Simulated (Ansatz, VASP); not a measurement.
# KCl: VASP beside Ansatz

```
K Cl
1.0
     0.00000    3.03934    3.03934
     3.03934    0.00000    3.03934
     3.03934    3.03934    0.00000
K Cl
1 1
Cartesian
  0.0000 0.0000 0.0000
  3.0393 3.0393 3.0393
```

Alike in both runs: task relaxation of cell and atoms; functional LDA; k mesh 6 × 6 × 6; no spin polarisation.

```csv
,VASP,Ansatz
version,VASP 6.6.1,Ansatz 0.2.0
potentials or method,"VASP PAW LDA potentials, release 64 (K_sv, Cl), cutoff 600 eV","scalar-relativistic, plane waves, PAW"
occupations,"gaussian, width 0.01 eV",fixed
valence electrons in the cell,16,16
```

Ansatz gave:

* gap on the k mesh at the Fermi level, each at its own relaxed structure (eV): 5.11
* relaxed volume (Å³/atom): 28.05
* relaxed cell length with the largest relative difference (Å): 4.297

Q: Which values does VASP return?

A: gap on the k mesh at the Fermi level, each at its own relaxed structure (eV): 5.10; relaxed volume (Å³/atom): 28.19; relaxed cell length with the largest relative difference (Å): 4.304.

LDA's correlation is that of Perdew and Zunger in VASP and of Perdew and Wang (1992) in Ansatz.
